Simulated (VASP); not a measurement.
Input of a VASP 6.6.1 run:

Contents of INCAR:

```
ALGO = Normal ; EDIFF = 1E-6
ENCUT = 520 ; GGA = PS
ISIF = 2 ; ISMEAR = 0
LASPH = True ; LCHARG = True
LELF = True ; LREAL = False
LVHAR = True ; LWAVE = False
NBANDS = 17 ; NELM = 100
PREC = Accurate ; SIGMA = 0.15
```

Contents of KPOINTS:

```
k-points
0
Gamma
  15 15 14
```

POSCAR

```
PbS
1.0
    3.9618100024      0.0000000000      0.0000000000
   -1.9809050012      3.4310281071      0.0000000000
    0.0000000000      0.0000000000      4.0366792284
Pb S
1 1
Direct
    0.0000000000      0.0000000000      0.0000000000
    0.6666666667      0.3333333333      0.5000000000
```

Potentials or basis: VASP PAW PBE potentials, release 64 (Pb_d, S).

Command:

```sh
$ cat potpaw_PBE.64/Pb_d/POTCAR potpaw_PBE.64/S/POTCAR > POTCAR
$ mpirun -np 1 vasp_std > vasp.out
```

Problem. What does it give for the pressure?

Solution. -4.2 GPa.

Problem. Estimate the band gap on the k mesh.

Solution. Zero (bands 10 and 11 overlap by 0.89 eV).

Stress tensor (GPa, compression positive):
```
-1.87  0.00  0.00
 0.00 -1.87  0.00
 0.00  0.00 -8.89
```

Caveat: the cell stands under tension; the PAW data sets were made with another functional, which shifts forces and pressure a little; spin-orbit coupling is left out, which moves the levels of the heavy elements.
